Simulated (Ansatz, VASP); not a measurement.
# Two plane-wave programs on SnF

```
Sn F
1.0
     3.10956    0.00000    0.00000
     0.00000    3.10956    0.00000
     0.00000    0.00000    4.13936
Sn F
1 1
Cartesian
  0.0000 0.0000 0.0000
  0.0000 0.0000 2.0697
```

Alike in both runs: task single point; functional PBE; k mesh 6 × 6 × 4; occupations gaussian, width 0.1 eV; no spin polarisation.

|  | VASP | Ansatz |
| --- | --- | --- |
| version | VASP 6.6.1 | Ansatz 0.2.0 |
| potentials or method | VASP PAW PBE potentials, release 64 (Sn_d, F), cutoff 600 eV | scalar-relativistic, plane waves, PAW |
| valence electrons in the cell | 21 | 21 |

VASP gave:

- gap on the k mesh at the Fermi level (eV): none
- pressure (GPa): 11.1
- traceless stress, the component that is largest in VASP (GPa): 21.45

Question: Which values does Ansatz return?

Answer: gap on the k mesh at the Fermi level (eV): none; pressure (GPa): 11.0; traceless stress, the component that is largest in VASP (GPa): 20.76.

A gap of «none» marks a metal or a gap that the smearing closes.

The k mesh is coarse, so the values compare programs but aren't converged.
